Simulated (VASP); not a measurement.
## V: single point with PBEsol

Crystal: V.

```
V
1.0
     2.63857    0.00000    0.00000
    -1.31928    2.28506    0.00000
     0.00000    0.00000    4.78549
V
2
Direct
  0.33333 0.66667 0.25000
  0.66667 0.33333 0.75000
```

This isn't the form of V at room conditions, which is bcc.

```
Program             : VASP 6.6.1
Task                : single point
Functional          : PBEsol
Potentials or basis : VASP PAW PBE potentials, release 64 (V_sv)
Cutoff              : 520 eV
k mesh              : 12 × 12 × 6
Occupations         : fermi-dirac, width 0.05 eV
Spin                : collinear spin, ferromagnetic start
Starting moments    : [2.0, 2.0] μB
```

```
Pressure                                              : -12.8 GPa
Band gap on the k mesh                                : zero (filled and empty bands overlap)
Net moment                                            : 0.00 μB per cell
Valence electrons inside the program's atomic spheres : V 11.57
```

Levels at points of the mesh, in eV from the Fermi level:
Spin up:
```tsv
k point	band 10	band 11	band 12	band 13	band 14	band 15	band 16	band 17
(0.00, 0.00, 0.00)	-3.34	-0.53	-0.28	0.33	0.33	0.63	0.63	1.74
(0.50, 0.00, 0.00)	-2.75	-2.56	-0.34	-0.22	0.29	0.60	2.80	3.35
(0.00, 0.00, 0.50)	-5.04	-0.96	-0.96	0.37	0.37	0.37	0.37	2.37
(0.50, 0.00, 0.50)	-3.11	-1.70	-1.70	1.53	1.53	1.57	1.57	3.41
```
Spin down:
| k point | band 11 | band 12 | band 13 | band 14 | band 15 | band 16 |
| --- | --- | --- | --- | --- | --- | --- |
| (0.00, 0.00, 0.00) | -0.53 | -0.28 | 0.33 | 0.33 | 0.63 | 0.63 |
| (0.50, 0.00, 0.00) | -2.56 | -0.34 | -0.22 | 0.29 | 0.60 | 2.80 |
| (0.00, 0.00, 0.50) | -0.96 | -0.96 | 0.37 | 0.37 | 0.37 | 0.37 |
| (0.50, 0.00, 0.50) | -1.70 | -1.70 | 1.53 | 1.53 | 1.57 | 1.57 |

It took 3 min on 1 thread of Intel Xeon 8259CL, on a shared host, peak memory 0.2 GiB.

Caveat: the cell stands under tension; the moments typed at the start vanished in this run; the PAW data sets were made with another functional, which shifts forces and pressure a little.
